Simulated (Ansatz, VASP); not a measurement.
## One calculation of CuF, two programs

Contents of POSCAR:

```
CuF
1.0
    2.7655768776      0.0000000000      0.0000000000
    0.0000000000      2.7655768776      0.0000000000
    0.0000000000      0.0000000000      2.7655768776
Cu F
1 1
Direct
    0.0000000000      0.0000000000      0.0000000000
    0.5000000000      0.5000000000      0.5000000000
```

Contents of INCAR.step1:

```
PREC = Accurate
ENCUT = 520
ISMEAR = -1
SIGMA = 0.02
LREAL = F
LASPH = T
NELM = 100
NBANDS = 16
GGA = PE
ALGO = Normal
EDIFF = 1E-4
LWAVE = T
LCHARG = F
```

INCAR.step2

```
PREC = Accurate
ENCUT = 520
EDIFF = 1E-7
ISMEAR = -1
SIGMA = 0.02
LREAL = F
LASPH = T
NELM = 100
ALGO = Normal
ISIF = 2
LWAVE = F
LCHARG = F
METAGGA = R2SCAN
LMIXTAU = T
NBANDS = 16
ISTART = 1
```

The input KPOINTS:

```
Automatic mesh
0
Gamma
  8 8 8
```

Input for Ansatz:

```yaml
crystal:
  lattice:
    - [2.7655768776, 0.0, 0.0]
    - [0.0, 2.7655768776, 0.0]
    - [0.0, 0.0, 2.7655768776]
  atoms:
    - { symbol: Cu, position: [0.0, 0.0, 0.0] }
    - { symbol: F, position: [0.5, 0.5, 0.5] }
kpoints:
  mp_grid: { grid: [8, 8, 8] }
hamiltonian:
  xc: r2scan
scf:
  occupations: { method: fermi_dirac, width: 0.02 }
  n_extra_bands: 4
output:
  forces: true
  stress: true
  eigenvalues: true
```

Alike in both runs: task single point; functional r2SCAN; k mesh 8 × 8 × 8; occupations fermi-dirac, width 0.02 eV; no spin polarisation.

|  | VASP | Ansatz |
| --- | --- | --- |
| version | VASP 6.6.1 | Ansatz 0.2.0 |
| potentials or method | VASP PAW PBE potentials, release 64 (Cu, F) | plane waves, PAW |
| plane-wave cutoff (eV) | 520 | 500 |
| valence electrons in the cell | 18 | 26 |

```csv
,VASP,Ansatz,Ansatz less VASP
pressure (GPa),-3.2,-3.1,+0.01
```

VASP's potentials were made for PBE, not for r2SCAN. With one functional, cell and mesh, what is left measures potentials, basis and numerics. VASP's potentials hold 18 valence electrons a cell and Ansatz's 26, so a difference there can come from the potentials and not from the codes.
